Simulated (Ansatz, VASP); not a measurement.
# Sb in VASP and in Ansatz

```
CELL_PARAMETERS angstrom
3.08334 0.00000 0.00000
0.00000 3.08334 0.00000
0.00000 0.00000 3.08334
ATOMIC_POSITIONS crystal
Sb 0.00000 0.00000 0.00000
```

Alike in both runs: task single point; functional LDA; k mesh 14 × 14 × 14; occupations gaussian, width 0.1 eV; no spin polarisation.

|  | VASP | Ansatz |
| --- | --- | --- |
| version | VASP 6.6.1 | Ansatz 0.2.0 |
| potentials or method | VASP PAW LDA potentials, release 64 (Sb), cutoff 520 eV | scalar-relativistic, plane waves, PAW |
| valence electrons in the cell | 5 | 15 |

```csv
,VASP,Ansatz,Ansatz less VASP
gap on the k mesh at the Fermi level (eV),none,none,-
pressure (GPa),-2.2,-2.4,-0.15
```

Ansatz warns that its potentials were made for another functional, while VASP's fit it. LDA's correlation is that of Perdew and Zunger in VASP and of Perdew and Wang (1992) in Ansatz. A gap of «none» marks a metal or a gap that the smearing closes. VASP's potentials hold 5 valence electrons a cell and Ansatz's 15, so a difference there can come from the potentials and not from the codes.

Neither program's run includes spin-orbit coupling.
